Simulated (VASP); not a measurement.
Input of a VASP 6.6.1 run:

File INCAR:

```
SYSTEM = Fe
PREC = Accurate
ENCUT = 600
EDIFF = 1E-6
ISMEAR = 0
SIGMA = 0.1
LREAL = .False.
LASPH = .True.
NELM = 200
ALGO = Normal
ISIF = 2
LWAVE = .False.
LCHARG = .False.
ISPIN = 2
MAGMOM = 4
LORBIT = 11
LMAXMIX = 4
GGA = PE
NBANDS = 14
GGA_COMPAT = .False.
```

KPOINTS

```
Automatic mesh
0
Gamma
  8 8 8
  0 0 0
```

Contents of POSCAR:

```
Fe
1.0
   -1.4430000000      1.4430000000      1.4430000000
    1.4430000000     -1.4430000000      1.4430000000
    1.4430000000      1.4430000000     -1.4430000000
Fe
1
Direct
    0.0000000000      0.0000000000      0.0000000000
```

Potentials or basis: VASP PAW PBE potentials, release 64 (Fe).

Run with:

```console
$ cat potpaw_PBE.64/Fe/POTCAR > POTCAR
$ mpirun -np 1 vasp_std > vasp.out
```

Problem. Predict the pressure.

Solution. -8.0 GPa.

Problem. Predict the net moment.

Solution. 2.36 μB per cell.

Caveat: the k points lie up to 0.38 Å⁻¹ apart.
